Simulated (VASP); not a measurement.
# Al (a cell with a defect) in VASP: notebook

Runs on Al (a cell with a defect). Level: PBE. Tasks: single point.

Everything below comes from runs of VASP 6.6.1. Logs are shortened: lines on timing, memory, paths and dates and some standing lists are left out, and cuts for length are marked.

### Step 1. The cell of the first run

The cell holds a defect, 31 atoms: a = 8.100 Å, b = 8.100 Å, c = 8.100 Å, α = 90.00°, β = 90.00°, γ = 90.00°.

### Step 2. Single point, PBE

INCAR reads:

```
SYSTEM = Al
ALGO = Normal
EDIFF = 1E-6
ENCUT = 520
GGA = PE
ISIF = 2
ISMEAR = 0
LASPH = .TRUE.
LCHARG = .FALSE.
LREAL = Auto
LWAVE = .FALSE.
NBANDS = 68
NELM = 80
PREC = Accurate
SIGMA = 0.05
```

KPOINTS reads:

```
k-points
0
G
  3 3 3
  0 0 0
```

POSCAR reads:

```
Al
1.0
    8.1000000000      0.0000000000      0.0000000000
    0.0000000000      8.1000000000      0.0000000000
    0.0000000000      0.0000000000      8.1000000000
Al
31
Direct
    0.4974160494      0.0060714815      0.0004720988
    0.7446141975      0.2537049383      0.0004790123
    0.7518714815     -0.0007367901      0.2516844444
    0.0016719753      0.0013119753      0.0004549383
    0.4082914815      0.4075327160      0.0002785185
    0.7502828395      0.7499953086      0.0004574074
    0.2496138272      0.0031248148      0.2463855556
    0.5053579012      0.2427779012      0.2680606173
    0.7462309877      0.5014513580      0.2456419753
    0.5015334568     -0.0093167901      0.5004835802
    0.7583208642      0.2500659259      0.5004835802
    0.7518202469     -0.0006993827      0.7492370370
    0.0061229630      0.4972576543      0.0004295062
    0.2539074074      0.7443717284      0.0004364198
    0.0033716049      0.2493928395      0.2462659259
    0.2432341975      0.5049777778      0.2674744444
    0.5016891358      0.7460098765      0.2455353086
    0.0008197531      0.0006004938      0.5004496296
    0.2479176543      0.2477980247      0.5004337037
    0.5025623457      0.5024001235      0.5004344444
    0.7506829630      0.7504025926      0.5004550617
    0.2496062963      0.0031058025      0.7544661728
    0.5052772840      0.2428519753      0.7329161728
    0.7462450617      0.5014522222      0.7552180247
   -0.0004067901      0.7515632099      0.2517167901
   -0.0087337037      0.5012939506      0.5004072840
    0.2503120988      0.7577809877      0.5004106173
    0.0033675309      0.2493933333      0.7546188889
    0.2431207407      0.5050609877      0.7332600000
    0.5016698765      0.7459890123      0.7553600000
   -0.0004449383      0.7515909877      0.7491406173
```

Potentials or basis: VASP PAW PBE potentials, release 64 (Al).

Started as:

```bash
cat potpaw_PBE.64/Al/POTCAR > POTCAR
mpirun -np 1 vasp_std > vasp.out
```

OUTCAR:

```text
SYSTEM = Al
   EDIFF = 1E-6
   ENCUT = 520
   GGA = PE
   ISIF = 2
   ISMEAR = 0
   LASPH = .TRUE.
   LREAL = Auto
   NELM = 80
   PREC = Accurate

 ion  position               nearest neighbor table
   1  0.497  0.006  0.000-   7 2.83  22 2.83   2 2.83   8 2.89  17 2.89  23 2.89  30 2.90  14 2.90
                            12 2.90   3 2.90   6 2.92   5 3.33
   2  0.745  0.254  0.000-   9 2.82  24 2.82   1 2.83  15 2.89  28 2.89  13 2.89  12 2.90   3 2.90
                             8 2.91  23 2.91   4 2.92   5 3.00
   3  0.752  0.999  0.252-   8 2.81  25 2.84  21 2.85  18 2.85  10 2.86  11 2.86   6 2.87   4 2.87
                            15 2.87  17 2.88   2 2.90   1 2.90
   4  0.002  0.001  0.000-   7 2.83  15 2.83  28 2.83  22 2.83  25 2.87   3 2.87  31 2.87  12 2.87
                             6 2.88  14 2.92   2 2.92
   5  0.408  0.408  0.000-  23 2.66  29 2.66  16 2.66   8 2.67   2 3.00  14 3.00   1 3.33  13 3.34
[... 39 lines left out ...]
  25  1.000  0.752  0.252-  16 2.81   3 2.84  21 2.85  18 2.85  26 2.86  27 2.86   6 2.87   4 2.87
                             7 2.87   9 2.88  13 2.90  14 2.90
  26  0.991  0.501  0.500-  11 2.78  29 2.78  16 2.78  21 2.81  25 2.86  31 2.86   9 2.86  24 2.86
                            15 2.90  28 2.90  19 2.92  27 2.95
  27  0.250  0.758  0.500-  10 2.77  29 2.78  16 2.79  18 2.82   7 2.86  22 2.86  25 2.86  31 2.86
                            17 2.90  30 2.90  20 2.91  26 2.95
  28  0.003  0.249  0.755-  22 2.82  13 2.83   4 2.83  29 2.84  19 2.86  11 2.86  12 2.87  18 2.88
                             2 2.89  26 2.90  24 2.92
  29  0.243  0.505  0.733-   5 2.66  26 2.78  27 2.78  31 2.81  19 2.81  20 2.82  28 2.84  30 2.87
                            13 2.89  14 2.91  23 3.00
  30  0.502  0.746  0.755-  24 2.80  14 2.82   6 2.83  20 2.86  10 2.86  29 2.87  12 2.88  21 2.89
                             1 2.90  27 2.90  22 2.92
  31  1.000  0.752  0.749-  29 2.81  12 2.84  21 2.85  18 2.85  26 2.86  27 2.86   6 2.87   4 2.87
                            22 2.87  24 2.88  13 2.90  14 2.90

  LATTYP: Found a simple cubic cell.
 ALAT       =     8.1000000000

  Lattice vectors:

 A1 = (   8.1000000000,   0.0000000000,   0.0000000000)
 A2 = (   0.0000000000,   8.1000000000,   0.0000000000)
 A3 = (   0.0000000000,   0.0000000000,   8.1000000000)

Analysis of symmetry for initial positions (statically):
=====================================================================
 Subroutine PRICEL returns:
 Original cell was already a primitive cell.

 Routine SETGRP: Setting up the symmetry group for a
 simple cubic supercell.

 Subroutine GETGRP returns: Found  1 space group operations
 (whereof  1 operations were pure point group operations)
 out of a pool of 48 trial point group operations.

The static configuration has the point symmetry C_1 .

Analysis of symmetry for dynamics (positions and initial velocities):
=====================================================================
 Subroutine PRICEL returns:
 Original cell was already a primitive cell.

 Routine SETGRP: Setting up the symmetry group for a
 simple cubic supercell.

 Subroutine GETGRP returns: Found  1 space group operations
 (whereof  1 operations were pure point group operations)
 out of a pool of 48 trial point group operations.

The dynamic configuration has the point symmetry C_1 .

 Subroutine INISYM returns: Found  1 space group operations
 (whereof  1 operations are pure point group operations),
 and found     1 'primitive' translations

----------------------------------------------------------------------------------------

                                     Primitive cell

  volume of cell :     531.4410

  direct lattice vectors                    reciprocal lattice vectors
     8.100000000  0.000000000  0.000000000     0.123456790  0.000000000  0.000000000
     0.000000000  8.100000000  0.000000000     0.000000000  0.123456790  0.000000000
     0.000000000  0.000000000  8.100000000     0.000000000  0.000000000  0.123456790

  length of vectors
     8.100000000  8.100000000  8.100000000     0.123456790  0.123456790  0.123456790

  position of ions in fractional coordinates (direct lattice)
     0.497416049  0.006071482  0.000472099
     0.744614197  0.253704938  0.000479012
     0.751871481  0.999263210  0.251684444
     0.001671975  0.001311975  0.000454938
     0.408291482  0.407532716  0.000278518
     0.750282840  0.749995309  0.000457407
[... 23 lines left out ...]
     0.501669877  0.745989012  0.755360000
     0.999555062  0.751590988  0.749140617

  ion indices of the primitive-cell ions
   primitive index   ion index
                 1           1
                 2           2
                 3           3
                 4           4
                 5           5
                 6           6
[... 23 lines left out ...]
                30          30
                31          31

----------------------------------------------------------------------------------------

 KPOINTS: k-points

Automatic generation of k-mesh.
 Grid dimensions read from file:
 generate k-points for:    3    3    3

 Generating k-lattice:

  Cartesian coordinates                     Fractional coordinates (reciprocal lattice)
     0.041152263  0.000000000  0.000000000     0.333333333  0.000000000  0.000000000
     0.000000000  0.041152263  0.000000000     0.000000000  0.333333333  0.000000000
     0.000000000  0.000000000  0.041152263     0.000000000  0.000000000  0.333333333

  Length of vectors
     0.041152263  0.041152263  0.041152263

  Shift w.r.t. Gamma in fractional coordinates (k-lattice)
     0.000000000  0.000000000  0.000000000

 Subroutine IBZKPT returns following result:
 ===========================================

 Found     14 irreducible k-points:

 Following reciprocal coordinates:
            Coordinates               Weight
  0.000000  0.000000  0.000000      1.000000
  0.333333  0.000000  0.000000      2.000000
  0.000000  0.333333  0.000000      2.000000
  0.000000  0.000000  0.333333      2.000000
  0.333333  0.333333  0.000000      2.000000
  0.000000  0.333333  0.333333      2.000000
  0.333333  0.000000  0.333333      2.000000
 -0.333333  0.333333  0.000000      2.000000
 -0.333333  0.000000  0.333333      2.000000
  0.000000 -0.333333  0.333333      2.000000
  0.333333  0.333333  0.333333      2.000000
 -0.333333  0.333333  0.333333      2.000000
 -0.333333 -0.333333  0.333333      2.000000
  0.333333 -0.333333  0.333333      2.000000
   k-points           NKPTS =     14   k-points in BZ     NKDIM =     14   number of bands    NBANDS=     68
   number of dos      NEDOS =    301   number of ions     NIONS =     31
   total plane-waves  NPLWV = 216000
   dimension x,y,z NGX =    60 NGY =   60 NGZ =   60
   dimension x,y,z NGXF=   120 NGYF=  120 NGZF=  120
   ions per type =              31
   NGX,Y,Z   is equivalent  to a cutoff of  12.31, 12.31, 12.31 a.u.
   NGXF,Y,Z  is equivalent  to a cutoff of  24.63, 24.63, 24.63 a.u.
 SYSTEM =  Al
   PREC   = accura    normal or accurate (medium, high low for compatibility)
   ISTART =      0    job   : 0-new  1-cont  2-samecut
   ICHARG =      2    charge: 1-file 2-atom 10-const
   ISPIN  =      1    spin polarized calculation?
   LNONCOLLINEAR =      F non collinear calculations
   LSORBIT =      F    spin-orbit coupling
   LASPH  =      T    aspherical Exc in radial PAW
   ENCUT  =  520.0 eV  38.22 Ry    6.18 a.u.  15.06 15.06 15.06*2*pi/ulx,y,z
   NELM   =     80;   NELMIN=  2; NELMDL= -5     # of ELM steps
   EDIFF  = 0.1E-05   stopping-criterion for ELM
   LREAL  =      T    real-space projection
   EDIFFG = 0.1E-04   stopping-criterion for IOM
   NSW    =      0    number of steps for IOM
   IBRION =     -1    ionic relax: 0-MD 1-quasi-New 2-CG
   NFREE  =      0    steps in history (QN), initial steepest desc. (CG)
   ISIF   =      2    stress and relaxation
   ISYM   =      2    0-nonsym 1-usesym 2-fastsym
   POTIM  = 0.5000    time-step for ionic-motion
   TEBEG  =    0.0;   TEEND  =   0.0 temperature during run
   PSTRESS=    0.0 pullay stress
   NELECT =      93.0000    total number of electrons
   NUPDOWN=      -1.0000    fix difference up-down
   EMIN   =  10.00;   EMAX   =-10.00  energy-range for DOS
   EFERMI =   0.00;   METHOD = LEGACY
   ISMEAR =     0;   SIGMA  =   0.05  broadening in eV -4-tet -1-fermi 0-gaus
   EFERMI_NEDOS =   21; number of points for ismear=-14 and -15
   IALGO  =     38    algorithm
   IMIX   =      4    mixing-type and parameters
     AMIX     =   0.40;   BMIX     =  1.00
     AMIX_MAG =   1.60;   BMIX_MAG =  1.00
  volume/ion in A,a.u.               =      17.14       115.69
  Fermi-wavevector in a.u.,A,eV,Ry     =   0.915695  1.730412 11.408446  0.838497
  Thomas-Fermi vector in A             =   2.040466
   LORBIT       =      0    0 simple, 1 ext, 2 COOP (PROOUT), +10 PAW based schemes
   GGA     = PE    functional components
   LHFCALC =     F    Hartree Fock is set to
   AEXX    =    0.0000 exact exchange contribution
   IVDW    =     0    specifies the selected vdW correction
   LEPSILON=     F    determine dielectric tensor
   LRPA    =     F    only Hartree local field effects (RPA)
 non-spin polarized calculation
 Gauss-broadening in eV      SIGMA  =   0.05
  energy-cutoff  :      520.00
  volume of cell :      531.44
 maximum number of plane-waves:     14358
   NGX = 31   NGY = 31   NGZ = 31

 number of electron      93.0000000 magnetization

 Free energy of the ion-electron system (eV)
  ---------------------------------------------------
  ext. energy  EPLUGINS =         0.00000000
  ---------------------------------------------------
  free energy    TOTEN  =      -115.37939562 eV

  energy without entropy =     -115.36528407  energy(sigma->0) =     -115.37233984

 E-fermi :   7.4659     XC(G=0): -10.0328

 val. band max:        7.4480240780   @ k =   0.3333  -0.3333   0.3333
 cond. band min:       7.4916608246   @ k =   0.3333   0.3333   0.3333
 fundamental gap:      0.0436367466
 Fermi energy:         7.4658934713

 k-point     1 :       0.0000    0.0000    0.0000
  band No.  band energies     occupation
      1      -3.3633      2.00000
      2      -1.2688      2.00000
      3      -1.2347      2.00000
      4      -1.1652      2.00000
      5      -1.1595      2.00000
      6      -0.9937      2.00000
[... 843 lines left out ...]
     57       9.2592      0.00000
     58       9.4576      0.00000
 [bands above 58 left out]

------------------------ aborting loop because EDIFF is reached ----------------------------------------

  FORCE on cell =-STRESS in cart. coord.  units (eV):
  Direction    XX          YY          ZZ          XY          YZ          ZX
  --------------------------------------------------------------------------------------
  -------------------------------------------------------------------------------------
  Total       -3.5034596     -3.5098629      0.0554754      0.3378198      0.0081624      0.0042236
  in kB      -10.5621574    -10.5814620      0.1672460      1.0184522      0.0246079      0.0127331
  external PRESSURE =      -6.9921244 kB  Pullay stress =       0.0000000 kB

 VOLUME and BASIS-vectors are now :
 -----------------------------------------------------------------------------
  energy-cutoff  :      520.00
  volume of cell :      531.44
      direct lattice vectors                 reciprocal lattice vectors
     8.100000000  0.000000000  0.000000000     0.123456790  0.000000000  0.000000000
     0.000000000  8.100000000  0.000000000     0.000000000  0.123456790  0.000000000
     0.000000000  0.000000000  8.100000000     0.000000000  0.000000000  0.123456790

 POSITION                                       TOTAL-FORCE (eV/Angst)
 -----------------------------------------------------------------------------------
      4.02907      0.04918      0.00382        -0.001943     -0.019916     -0.000340
      6.03137      2.05501      0.00388        -0.001007     -0.013734     -0.000932
      6.09016      8.09403      2.03864        -0.005810     -0.008928      0.003646
      0.01354      0.01063      0.00369        -0.000527      0.000494      0.000663
      3.30716      3.30101      0.00226         0.357395      0.357861      0.006663
      6.07729      6.07496      0.00370        -0.005557     -0.007101      0.002813
[... 23 lines left out ...]
      4.06353      6.04251      6.11842        -0.011256     -0.020239      0.002695
      8.09640      6.08789      6.06804        -0.010465     -0.003122     -0.003545
 -----------------------------------------------------------------------------------
    total drift:                                0.021963      0.027346      0.010259

  FREE ENERGIE OF THE ION-ELECTRON SYSTEM (eV)
  ---------------------------------------------------
  free  energy   TOTEN  =      -115.3793956170 eV

  energy  without entropy=     -115.3652840680  energy(sigma->0) =     -115.37233984
```

Wall time 4.2 min (1 thread of Intel Xeon 6975P-C (Granite Rapids), shared host); peak memory 0.62 GiB.

What came out:

- Free energy: -115.3794 eV
- Pressure: -0.7 GPa
- Largest force: 0.506 eV/Å

Forces in eV/Å, atoms in the order of the input:
```
Al  -0.002 -0.020  0.000
Al  -0.001 -0.014 -0.001
Al  -0.006 -0.009  0.004
Al  -0.001  0.000  0.001
Al   0.357  0.358  0.007
Al  -0.006 -0.007  0.003
Al  -0.007 -0.016  0.002
Al  -0.035 -0.011 -0.032
Al  -0.019 -0.011 -0.004
Al  -0.007 -0.016 -0.001
Al  -0.024 -0.004  0.002
Al  -0.003 -0.009 -0.002
Al  -0.019 -0.002  0.001
Al  -0.013  0.000  0.000
Al  -0.017 -0.008  0.003
Al  -0.017 -0.033 -0.019
Al  -0.012 -0.019 -0.003
Al   0.000 -0.004  0.003
Al  -0.018 -0.019  0.000
Al  -0.007 -0.007  0.000
Al  -0.001 -0.006  0.003
Al  -0.007 -0.017 -0.005
Al  -0.031 -0.016  0.021
Al  -0.019 -0.012  0.003
Al  -0.008 -0.005  0.004
Al  -0.019 -0.006 -0.002
Al  -0.006 -0.022  0.000
Al  -0.016 -0.009 -0.005
Al  -0.016 -0.033  0.018
Al  -0.011 -0.020  0.003
Al  -0.010 -0.003 -0.004
```

Stress tensor (GPa, compression positive):
```
-1.06  0.10  0.00
 0.10 -1.06  0.00
 0.00  0.00  0.02
```

Levels at points of the mesh, in eV from the Fermi level:
```csv
k point,band 43,band 44,band 45,band 46,band 47,band 48,band 49,band 50,band 51,band 52
"(0.00, 0.00, 0.00)",-0.34,-0.26,-0.23,0.21,0.40,0.49,0.56,0.59,0.60,1.12
```

### Step 3. Single point, PBE

INCAR reads:

```
PREC     = Accurate       # precision mode
ENCUT    = 520            # plane-wave cutoff, eV
EDIFF    = 1E-6           # SCF threshold, eV
ISMEAR   = 0              # smearing method
SIGMA    = 0.05           # smearing width, eV
LREAL    = Auto         
LASPH    = T              # aspherical terms in the spheres
NELM     = 100            # most SCF steps
ALGO     = Normal         # electronic algorithm
ISIF     = 2              # what is computed and relaxed
LWAVE    = F              # write WAVECAR
LCHARG   = F              # write CHGCAR
GGA      = PE             # functional
NBANDS   = 68             # bands
```

KPOINTS reads:

```
regular mesh
0
Gamma
  3 3 3
```

POSCAR reads:

```
Al
1.0
    8.1000000000      0.0000000000      0.0000000000
    0.0000000000      8.1000000000      0.0000000000
    0.0000000000      0.0000000000      8.1000000000
Al
31
Direct
    0.4972372840      0.0046837037      0.0007766667
    0.7460486420      0.2524845679      0.0007798765
    0.7513385185     -0.0014659259      0.2515727160
    0.0014455556      0.0009361728      0.0007771605
    0.3327382716      0.3322518519      0.0007793827
    0.7486833333      0.7481745679      0.0007761728
    0.2491896296      0.0040443210      0.2467124691
    0.5071791358      0.2463529630      0.2653801235
    0.7479827160      0.5006293827      0.2475154321
    0.5003637037     -0.0059625926      0.5007806173
    0.7585613580      0.2487625926      0.5007783951
    0.7513376543     -0.0014625926      0.7499824691
    0.0051735802      0.4967446914      0.0007774074
    0.2529807407      0.7455511111      0.0007748148
    0.0045450617      0.2486855556      0.2467066667
    0.2468649383      0.5066702469      0.2653732099
    0.5011332099      0.7474845679      0.2475067901
    0.0002014815     -0.0003017284      0.5007772840
    0.2487250617      0.2482276543      0.5007788889
    0.5024907407      0.5019958025      0.5007765432
    0.7500475309      0.7495462963      0.5007772840
    0.2491929630      0.0040362963      0.7548379012
    0.5071755556      0.2463582716      0.7361774074
    0.7479895062      0.5006238272      0.7540386420
   -0.0009596296      0.7508337037      0.2515793827
   -0.0054591358      0.4998567901      0.5007730864
    0.2492682716      0.7580506173      0.5007700000
    0.0045523457      0.2486848148      0.7548528395
    0.2468567901      0.5066791358      0.7361766667
    0.5011365432      0.7474765432      0.7540461728
   -0.0009606173      0.7508369136      0.7499719753
```

Potentials or basis: VASP PAW PBE potentials, release 64 (Al).

Started as:

```bash
cat potpaw_PBE.64/Al/POTCAR > POTCAR
mpirun -np 1 vasp_std > vasp.out
```

Run time: 13 min. Hardware: 1 thread of Oxide Virtual Turin-like, shared host; peak memory 0.59 GiB.

Results (log left out):

```yaml
Free_energy: -115.4459 eV
Pressure: -0.8 GPa
Largest_force: 0.648 eV/Å
```

Forces in eV/Å, atoms in the order of the input:
```
Al   0.014  0.014 -0.001
Al   0.007  0.007 -0.002
Al   0.007  0.011  0.010
Al   0.007  0.006  0.002
Al  -0.457 -0.459  0.003
Al   0.007  0.007  0.001
Al   0.014  0.027 -0.018
Al   0.047  0.019  0.022
Al   0.013  0.011 -0.009
Al   0.010  0.011  0.001
Al   0.034  0.003 -0.001
Al   0.008  0.008 -0.010
Al   0.013  0.015  0.001
Al   0.006  0.008 -0.001
Al   0.027  0.015 -0.018
Al   0.019  0.048  0.024
Al   0.010  0.014 -0.008
Al   0.008  0.003  0.005
Al   0.008  0.008  0.001
Al   0.024  0.022  0.002
Al   0.010  0.006  0.005
Al   0.014  0.027  0.014
Al   0.046  0.020 -0.025
Al   0.014  0.009  0.005
Al   0.009  0.007  0.012
Al   0.012  0.011  0.000
Al   0.004  0.032  0.000
Al   0.027  0.016  0.014
Al   0.019  0.047 -0.025
Al   0.009  0.015  0.004
Al   0.008  0.009 -0.010
```

Stress tensor (GPa, compression positive):
```
-1.11  0.05  0.00
 0.05 -1.11  0.00
 0.00  0.00 -0.04
```

Levels at points of the mesh, in eV from the Fermi level:
| k point | band 43 | band 44 | band 45 | band 46 | band 47 | band 48 | band 49 | band 50 | band 51 | band 52 |
| --- | --- | --- | --- | --- | --- | --- | --- | --- | --- | --- |
| (0.00, 0.00, 0.00) | -0.33 | -0.27 | -0.24 | 0.24 | 0.42 | 0.49 | 0.56 | 0.58 | 0.59 | 1.14 |

(Part 1 of 2 ends here.)
